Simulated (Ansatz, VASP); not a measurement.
**BAs: VASP beside Ansatz**

```
B As
1.0
     0.00000    2.38850    2.29296
     2.38850    0.00000    2.29296
     2.38850    2.38850    0.00000
B As
1 1
Direct
  0.00000 0.00000 0.00000
  0.75000 0.75000 0.75000
```

Change from the starting cell: strain +0.000 along x and y, -0.040 along z, atoms carried along.

Alike in both runs: task single point; functional PBE; k mesh 10 × 10 × 10; occupations gaussian, width 0.05 eV; no spin polarisation.

|  | VASP | Ansatz |
| --- | --- | --- |
| version | VASP 6.6.1 | Ansatz 0.2.0 |
| potentials or method | VASP PAW PBE potentials, release 64 (B, As), cutoff 520 eV | scalar-relativistic, plane waves, PAW |
| valence electrons in the cell | 8 | 18 |

```csv
,VASP,Ansatz,Ansatz less VASP
gap on the k mesh at the Fermi level (eV),0.51,0.52,+0.010
least direct gap on the mesh (eV),2.90,2.91,+0.004
pressure (GPa),9.9,9.1,-0.80
"traceless stress, the component that is largest in VASP (GPa)",5.42,5.46,+0.034
```

With one functional, cell and mesh, what is left measures potentials, basis and numerics. VASP's potentials hold 8 valence electrons a cell and Ansatz's 18, so a difference there can come from the potentials and not from the codes.
